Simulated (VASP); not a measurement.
Input of a VASP 6.6.1 run:

INCAR

```
SYSTEM = RbAu2
ALGO = Fast
EDIFF = 1E-6
ENCUT = 520
GGA = PE
ISIF = 2
ISMEAR = 0
LASPH = .True.
LCHARG = .False.
LREAL = .False.
LWAVE = .False.
NBANDS = 22
NELM = 100
PREC = Accurate
SIGMA = 0.1
```

File KPOINTS:

```
k-points
0
Gamma
  12 12 10
  0 0 0
```

File POSCAR:

```
RbAu2
1.0
    4.7241552488      0.0000000000      0.0000000000
   -2.3620776244      4.0912384569      0.0000000000
    0.0000000000      0.0000000000      4.9861862678
Rb Au
1 2
Direct
    0.0000000000      0.0000000000      0.5000000000
    0.3333333333      0.6666666667      0.0000000000
    0.6666666667      0.3333333333      0.0000000000
```

Potentials or basis: VASP PAW PBE potentials, release 64 (Rb_sv, Au).

Command:

```console
$ cat potpaw_PBE.64/Rb_sv/POTCAR potpaw_PBE.64/Au/POTCAR > POTCAR
$ mpirun -np 1 vasp_std > vasp.out
```

Task: What does it give for the pressure?

Result: -0.1 GPa.

Task: Estimate the band gap on the k mesh.

Result: Zero (an odd number of electrons rules out a gap without spin polarisation).

Caveat: spin-orbit coupling is left out, which moves the levels of the heavy elements.
